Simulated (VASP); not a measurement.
PbF2: single point with r2SCAN

PbF2:

```
Pb F
1.0
     0.00000    3.02553    3.02553
     2.96985    0.05568    2.96985
     2.96985    2.96985    0.05568
Pb F
1 2
Direct
  0.00000 0.00000 0.00000
  0.25000 0.25000 0.25000
  0.75000 0.75000 0.75000
```

This cell differs from its parent crystal: strain +0.0375 x Voigt [0, 0, 0, 1, 0, 0].

```yaml
Program: VASP 6.6.1
Task: single point
Functional: r2SCAN
Potentials_or_basis: VASP PAW PBE potentials, release 64 (Pb_d, F)
Cutoff: 520 eV
k_mesh: 8 × 8 × 8
Occupations: gaussian, width 0.05 eV
Spin: no spin polarisation
Dipole_correction: no
Further_INCAR_settings: ALGO = Normal; EDIFF = 1e-06; NBANDS = 21
```

* Pressure: -0.7 GPa
* Largest force: 0.100 eV/Å
* Band gap on the k mesh: 4.92 eV (least direct gap 5.07 eV)

Forces on the atoms (eV/Å):
```
Pb   0.000  0.000  0.000
F   -0.100  0.000  0.000
F    0.100  0.000  0.000
```

Stress tensor (GPa, compression positive):
```
-0.64  0.00  0.00
 0.00 -0.66 -1.25
 0.00 -1.25 -0.66
```

Levels at points of the mesh, in eV from the valence-band top:
```csv
k point,band 12,band 13,band 14,band 15,band 16,band 17
"(0.00, 0.00, 0.00)",-2.17,-2.11,-2.05,7.03,7.30,7.55
"(0.50, 0.00, 0.00)",-2.29,-2.28,-0.10,5.28,8.12,8.43
"(0.00, 0.50, 0.00)",-2.30,-2.29,-0.02,5.48,8.00,8.31
"(0.50, 0.50, 0.00)",-1.70,-1.70,-0.14,4.92,8.42,8.43
"(0.00, 0.50, 0.50)",-1.70,-1.68,-0.15,4.93,8.19,8.66
```

Run time: 9.8 min on 1 thread of Oxide Virtual Turin-like Processor, with other jobs on the host, peak memory 0.21 GiB.

Caveat: the cell differs from its parent crystal (strain +0.0375 x Voigt [0, 0, 0, 1, 0, 0]); the PAW data sets were made with another functional, which shifts forces and pressure a little; spin-orbit coupling is left out, which moves the levels of the heavy elements. A k mesh can miss the band edges.
